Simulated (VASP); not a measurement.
# AlN (F-43m) in VASP: a series of runs

AlN is run at these levels: PBEsol, HSE06, r2SCAN50, PBE-based screened hybrid with 15 % exact exchange; tasks: single point.

Program: VASP 6.6.1. These are calculated values, not measurements. Logs are shortened: lines on timing, memory, paths and dates and some standing lists are left out, and cuts for length are marked.

### 1 The cell of the first run

The structure is cubic, space group F-43m (No. 216). The conventional cell has a = 4.370 Å, b = 4.370 Å, c = 4.370 Å, α = 90.00°, β = 90.00°, γ = 90.00°. Al (site symmetry -43m) has 4 N at 1.89 Å within 2.5 Å. N (site symmetry -43m) has 4 Al at 1.89 Å within 2.5 Å.

### 2 Single point, PBEsol

INCAR reads:

```
SYSTEM = AlN
PREC = Accurate ; ENCUT = 520
EDIFF = 1E-6 ; ISMEAR = 0
SIGMA = 0.01 ; LREAL = .False.
LASPH = .True. ; NELM = 100
ALGO = Normal ; ISIF = 2
LWAVE = .False. ; LCHARG = .True.
GGA = PS ; LELF = .True.
LVHAR = .True. ; NBANDS = 11
```

KPOINTS reads:

```
Automatic mesh
0
Gamma
  4 4 4
  0 0 0
```

POSCAR reads:

```
AlN
1.0
    0.0000000000      2.1848764208      2.1848764208
    2.1848764208      0.0000000000      2.1848764208
    2.1848764208      2.1848764208      0.0000000000
Al N
1 1
Direct
    0.0000000000      0.0000000000      0.0000000000
    0.2500000000      0.2500000000      0.2500000000
```

Potentials or basis: VASP PAW PBE potentials, release 64 (Al, N).

Run with:

```
> cat potpaw_PBE.64/Al/POTCAR potpaw_PBE.64/N/POTCAR > POTCAR
> mpirun -np 1 vasp_std > vasp.out
```

OUTCAR:

```text
SYSTEM = AlN
   PREC = Accurate
   ENCUT = 520
   EDIFF = 1E-6
   ISMEAR = 0
   LREAL = .False.
   LASPH = .True.
   NELM = 100
   ISIF = 2
   GGA = PS

 ion  position               nearest neighbor table
   1  0.000  0.000  0.000-   2 1.89   2 1.89   2 1.89   2 1.89
   2  0.250  0.250  0.250-   1 1.89   1 1.89   1 1.89   1 1.89

  LATTYP: Found a face centered cubic cell.
 ALAT       =     4.3697528416

  Lattice vectors:

 A1 = (   0.0000000000,   2.1848764208,   2.1848764208)
 A2 = (   2.1848764208,   0.0000000000,   2.1848764208)
 A3 = (   2.1848764208,   2.1848764208,   0.0000000000)

Analysis of symmetry for initial positions (statically):
=====================================================================
 Subroutine PRICEL returns:
 Original cell was already a primitive cell.

 Routine SETGRP: Setting up the symmetry group for a
 face centered cubic supercell.

 Subroutine GETGRP returns: Found 24 space group operations
 (whereof 24 operations were pure point group operations)
 out of a pool of 48 trial point group operations.

The static configuration has the point symmetry T_d .

Analysis of symmetry for dynamics (positions and initial velocities):
=====================================================================
 Subroutine PRICEL returns:
 Original cell was already a primitive cell.

 Routine SETGRP: Setting up the symmetry group for a
 face centered cubic supercell.

 Subroutine GETGRP returns: Found 24 space group operations
 (whereof 24 operations were pure point group operations)
 out of a pool of 48 trial point group operations.

The dynamic configuration has the point symmetry T_d .

 Subroutine INISYM returns: Found 24 space group operations
 (whereof 24 operations are pure point group operations),
 and found     1 'primitive' translations

----------------------------------------------------------------------------------------

                                     Primitive cell

  volume of cell :      20.8598

  direct lattice vectors                    reciprocal lattice vectors
     0.000000000  2.184876421  2.184876421    -0.228845895  0.228845895  0.228845895
     2.184876421  0.000000000  2.184876421     0.228845895 -0.228845895  0.228845895
     2.184876421  2.184876421  0.000000000     0.228845895  0.228845895 -0.228845895

  length of vectors
     3.089881866  3.089881866  3.089881866     0.396372717  0.396372717  0.396372717

  position of ions in fractional coordinates (direct lattice)
     0.000000000  0.000000000  0.000000000
     0.250000000  0.250000000  0.250000000

  ion indices of the primitive-cell ions
   primitive index   ion index
                 1           1
                 2           2

----------------------------------------------------------------------------------------

 KPOINTS: Automatic mesh

Automatic generation of k-mesh.
 Grid dimensions read from file:
 generate k-points for:    4    4    4

 Generating k-lattice:

  Cartesian coordinates                     Fractional coordinates (reciprocal lattice)
    -0.057211474  0.057211474  0.057211474     0.250000000  0.000000000  0.000000000
     0.057211474 -0.057211474  0.057211474     0.000000000  0.250000000  0.000000000
     0.057211474  0.057211474 -0.057211474     0.000000000  0.000000000  0.250000000

  Length of vectors
     0.099093179  0.099093179  0.099093179

  Shift w.r.t. Gamma in fractional coordinates (k-lattice)
     0.000000000  0.000000000  0.000000000

 Subroutine IBZKPT returns following result:
 ===========================================

 Found      8 irreducible k-points:

 Following reciprocal coordinates:
            Coordinates               Weight
  0.000000  0.000000  0.000000      1.000000
  0.250000  0.000000  0.000000      8.000000
  0.500000  0.000000  0.000000      4.000000
  0.250000  0.250000  0.000000      6.000000
  0.500000  0.250000  0.000000     24.000000
 -0.250000  0.250000  0.000000     12.000000
  0.500000  0.500000  0.000000      3.000000
 -0.250000  0.500000  0.250000      6.000000
   k-points           NKPTS =      8   k-points in BZ     NKDIM =      8   number of bands    NBANDS=     11
   number of dos      NEDOS =    301   number of ions     NIONS =      2
   total plane-waves  NPLWV =  13824
   dimension x,y,z NGX =    24 NGY =   24 NGZ =   24
   dimension x,y,z NGXF=    48 NGYF=   48 NGZF=   48
   ions per type =               1   1
   NGX,Y,Z   is equivalent  to a cutoff of  12.91, 12.91, 12.91 a.u.
   NGXF,Y,Z  is equivalent  to a cutoff of  25.83, 25.83, 25.83 a.u.
 SYSTEM =  AlN
   PREC   = accura    normal or accurate (medium, high low for compatibility)
   ISTART =      0    job   : 0-new  1-cont  2-samecut
   ICHARG =      2    charge: 1-file 2-atom 10-const
   ISPIN  =      1    spin polarized calculation?
   LNONCOLLINEAR =      F non collinear calculations
   LSORBIT =      F    spin-orbit coupling
   LASPH  =      T    aspherical Exc in radial PAW
   ENCUT  =  520.0 eV  38.22 Ry    6.18 a.u.   5.75  5.75  5.75*2*pi/ulx,y,z
   NELM   =    100;   NELMIN=  2; NELMDL= -5     # of ELM steps
   EDIFF  = 0.1E-05   stopping-criterion for ELM
   LREAL  =      F    real-space projection
   EDIFFG = 0.1E-04   stopping-criterion for IOM
   NSW    =      0    number of steps for IOM
   IBRION =     -1    ionic relax: 0-MD 1-quasi-New 2-CG
   NFREE  =      0    steps in history (QN), initial steepest desc. (CG)
   ISIF   =      2    stress and relaxation
   ISYM   =      2    0-nonsym 1-usesym 2-fastsym
   POTIM  = 0.5000    time-step for ionic-motion
   TEBEG  =    0.0;   TEEND  =   0.0 temperature during run
   PSTRESS=    0.0 pullay stress
   NELECT =       8.0000    total number of electrons
   NUPDOWN=      -1.0000    fix difference up-down
   EMIN   =  10.00;   EMAX   =-10.00  energy-range for DOS
   EFERMI =   0.00;   METHOD = LEGACY
   ISMEAR =     0;   SIGMA  =   0.01  broadening in eV -4-tet -1-fermi 0-gaus
   EFERMI_NEDOS =   21; number of points for ismear=-14 and -15
   IALGO  =     38    algorithm
   IMIX   =      4    mixing-type and parameters
     AMIX     =   0.40;   BMIX     =  1.00
     AMIX_MAG =   1.60;   BMIX_MAG =  1.00
  volume/ion in A,a.u.               =      10.43        70.38
  Fermi-wavevector in a.u.,A,eV,Ry     =   1.189418  2.247675 19.248378  1.414716
  Thomas-Fermi vector in A             =   2.325526
   LORBIT       =      0    0 simple, 1 ext, 2 COOP (PROOUT), +10 PAW based schemes
   GGA     = PS    functional components
   LHFCALC =     F    Hartree Fock is set to
   AEXX    =    0.0000 exact exchange contribution
   IVDW    =     0    specifies the selected vdW correction
   LEPSILON=     F    determine dielectric tensor
   LRPA    =     F    only Hartree local field effects (RPA)
 non-spin polarized calculation
 Gauss-broadening in eV      SIGMA  =   0.01
  energy-cutoff  :      520.00
  volume of cell :       20.86
 maximum number of plane-waves:       588
 NGX is ok and might be reduce to    24
   NGX = 11   NGY = 11   NGZ = 11

 number of electron       8.0000000 magnetization

 Free energy of the ion-electron system (eV)
  ---------------------------------------------------
  ext. energy  EPLUGINS =         0.00000000
  ---------------------------------------------------
  free energy    TOTEN  =       -15.57201285 eV

  energy without entropy =      -15.57201285  energy(sigma->0) =      -15.57201285

 E-fermi :   5.9456     XC(G=0): -11.1176

 val. band max:        5.8988398999   @ k =   0.0000   0.0000   0.0000
 cond. band min:       9.0551722964   @ k =   0.5000   0.5000   0.0000
 fundamental gap:      3.1563323966
 Fermi energy:         5.9455507639

 k-point     1 :       0.0000    0.0000    0.0000
  band No.  band energies     occupation
      1      -9.0606      2.00000
      2       5.8988      2.00000
      3       5.8988      2.00000
      4       5.8988      2.00000
      5      10.0060      0.00000
      6      18.3272      0.00000
      7      18.3272      0.00000
      8      18.3272      0.00000
      9      23.4489      0.00000
     10      23.4489      0.00000
     11      24.7987      0.00000

 k-point     2 :       0.2500    0.0000    0.0000
  band No.  band energies     occupation
      1      -8.1985      2.00000
      2       2.6023      2.00000
      3       5.6410      2.00000
      4       5.6410      2.00000
      5      12.2607      0.00000
      6      16.7417      0.00000
      7      18.0854      0.00000
      8      18.0854      0.00000
      9      22.0203      0.00000
     10      22.0203      0.00000
     11      22.9314      0.00000

 k-point     3 :       0.5000    0.0000    0.0000
  band No.  band energies     occupation
      1      -6.9740      2.00000
      2      -0.0263      2.00000
      3       5.4154      2.00000
      4       5.4154      2.00000
      5      13.1525      0.00000
      6      15.6439      0.00000
      7      16.8970      0.00000
      8      16.8970      0.00000
      9      23.6889      0.00000
     10      25.8258      0.00000
     11      25.8258      0.00000

 k-point     4 :       0.2500    0.2500    0.0000
  band No.  band energies     occupation
      1      -7.9178      2.00000
      2       2.9849      2.00000
      3       4.9082      2.00000
      4       4.9082      2.00000
      5      11.7472      0.00000
      6      16.0064      0.00000
      7      17.2680      0.00000
      8      19.7915      0.00000
      9      19.7915      0.00000
     10      25.3254      0.00000
     11      28.4807      0.00000

 k-point     5 :       0.5000    0.2500    0.0000
  band No.  band energies     occupation
      1      -6.7022      2.00000
      2       1.0698      2.00000
      3       3.5368      2.00000
      4       4.6921      2.00000
      5      11.6436      0.00000
      6      15.7421      0.00000
      7      17.9224      0.00000
      8      19.1863      0.00000
      9      21.4262      0.00000
     10      26.4972      0.00000
     11      28.5672      0.00000

 k-point     6 :      -0.2500    0.2500    0.0000
  band No.  band energies     occupation
      1      -7.1128      2.00000
      2       1.4863      2.00000
      3       3.3876      2.00000
      4       5.3711      2.00000
      5      13.5852      0.00000
      6      15.0201      0.00000
      7      17.4427      0.00000
      8      18.2622      0.00000
      9      21.7899      0.00000
     10      24.4516      0.00000
     11      27.7950      0.00000

 k-point     7 :       0.5000    0.5000    0.0000
  band No.  band energies     occupation
      1      -6.3270      2.00000
      2       0.9423      2.00000
      3       4.1046      2.00000
      4       4.1046      2.00000
      5       9.0552      0.00000
      6      14.3459      0.00000
      7      19.7507      0.00000
      8      21.4922      0.00000
      9      21.4922      0.00000
     10      29.3307      0.00000
     11      29.7049      0.00000

 k-point     8 :      -0.2500    0.5000    0.2500
  band No.  band energies     occupation
      1      -6.2681      2.00000
      2       2.0866      2.00000
      3       2.4055      2.00000
      4       3.1527      2.00000
      5      11.8199      0.00000
      6      17.1464      0.00000
      7      17.7407      0.00000
      8      18.0044      0.00000
      9      23.0078      0.00000
     10      24.6256      0.00000
     11      30.8229      0.00000

------------------------ aborting loop because EDIFF is reached ----------------------------------------

  FORCE on cell =-STRESS in cart. coord.  units (eV):
  Direction    XX          YY          ZZ          XY          YZ          ZX
  --------------------------------------------------------------------------------------
  -------------------------------------------------------------------------------------
  Total        0.1460556      0.1460556      0.1460556     -0.0000000      0.0000000     -0.0000000
  in kB       11.2180671     11.2180671     11.2180671     -0.0000000      0.0000000     -0.0000000
  external PRESSURE =      11.2180671 kB  Pullay stress =       0.0000000 kB

 VOLUME and BASIS-vectors are now :
 -----------------------------------------------------------------------------
  energy-cutoff  :      520.00
  volume of cell :       20.86
      direct lattice vectors                 reciprocal lattice vectors
     0.000000000  2.184876421  2.184876421    -0.228845895  0.228845895  0.228845895
     2.184876421  0.000000000  2.184876421     0.228845895 -0.228845895  0.228845895
     2.184876421  2.184876421  0.000000000     0.228845895  0.228845895 -0.228845895

 POSITION                                       TOTAL-FORCE (eV/Angst)
 -----------------------------------------------------------------------------------
      0.00000      0.00000      0.00000        -0.000000      0.000000      0.000000
      1.09244      1.09244      1.09244         0.000000     -0.000000     -0.000000
 -----------------------------------------------------------------------------------
    total drift:                                0.000000      0.000000      0.000000

  FREE ENERGIE OF THE ION-ELECTRON SYSTEM (eV)
  ---------------------------------------------------
  free  energy   TOTEN  =       -15.5720128461 eV

  energy  without entropy=      -15.5720128461  energy(sigma->0) =      -15.57201285
```

Wall time 3.6 s (1 thread of Intel Xeon 8259CL, shared host); peak memory 0.13 GiB.

Results:

| Item | Value |
| --- | --- |
| Free energy | -15.5720 eV |
| Pressure | 1.1 GPa |
| Band gap on the k mesh | 3.16 eV (least direct gap 4.11 eV) |

Caveat: the k points lie up to 0.62 Å⁻¹ apart; the PAW data sets were made with another functional, which shifts forces and pressure a little. A k mesh can miss the band edges.

[end of part 1 of 2]
